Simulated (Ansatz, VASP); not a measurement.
# As in VASP and in Ansatz

INCAR

```
ALGO = Normal
EDIFF = 1E-6
ENCUT = 520
GGA = PE
ISIF = 2
ISMEAR = 0
LASPH = True
LCHARG = False
LREAL = False
LWAVE = False
NBANDS = 12
NELM = 100
PREC = Accurate
SIGMA = 0.1
```

Contents of KPOINTS:

```
k-points
0
Gamma
  6 6 4
```

POSCAR

```
As
1.0
    3.1753557800      0.0000000000      0.0000000000
   -1.5876778900      2.7499387700      0.0000000000
    0.0000000000      0.0000000000      4.9192359100
As
2
Direct
    0.0000000000      0.0000000000      0.7686851900
    0.0000000000      0.0000000000      0.2313148100
```

Input for Ansatz:

```yaml
crystal:
  lattice:
    - [3.17535578, 0.0, 0.0]
    - [-1.58767789, 2.74993877, 0.0]
    - [0.0, 0.0, 4.91923591]
  atoms:
    - { symbol: As, position: [0.0, 0.0, 0.76868519] }
    - { symbol: As, position: [0.0, 0.0, 0.23131481] }
basis:
  ecutwfc: 420
kpoints:
  mp_grid: { grid: [6, 6, 4] }
hamiltonian:
  xc: pbe
scf:
  occupations: { method: gaussian, width: 0.1 }
  lower_state_search: "off"
output:
  forces: true
  stress: true
  eigenvalues: true
```

Alike in both runs: task single point; functional PBE; k mesh 6 × 6 × 4; occupations gaussian, width 0.1 eV; no spin polarisation.

|  | VASP | Ansatz |
| --- | --- | --- |
| version | VASP 6.6.1 | Ansatz 0.2.0 |
| potentials or method | VASP PAW PBE potentials, release 64 (As), cutoff 520 eV | scalar-relativistic, plane waves, PAW |
| valence electrons in the cell | 10 | 30 |

|  | VASP | Ansatz | Ansatz less VASP |
| --- | --- | --- | --- |
| gap on the k mesh at the Fermi level (eV) | none | none | - |
| pressure (GPa) | 1.9 | 1.6 | -0.27 |
| traceless stress, the component that is largest in VASP (GPa) | 16.50 | 16.08 | -0.423 |
| rms of the force components (eV/Å) | 0.994 | 0.953 | -0.0408 |

Atom by atom the forces differ by 0.041 eV/Å (rms over components). A gap of «none» marks a metal or a gap that the smearing closes. VASP's potentials hold 10 valence electrons a cell and Ansatz's 30, so a difference there can come from the potentials and not from the codes.

The k mesh is coarse, so the values compare programs but aren't converged.
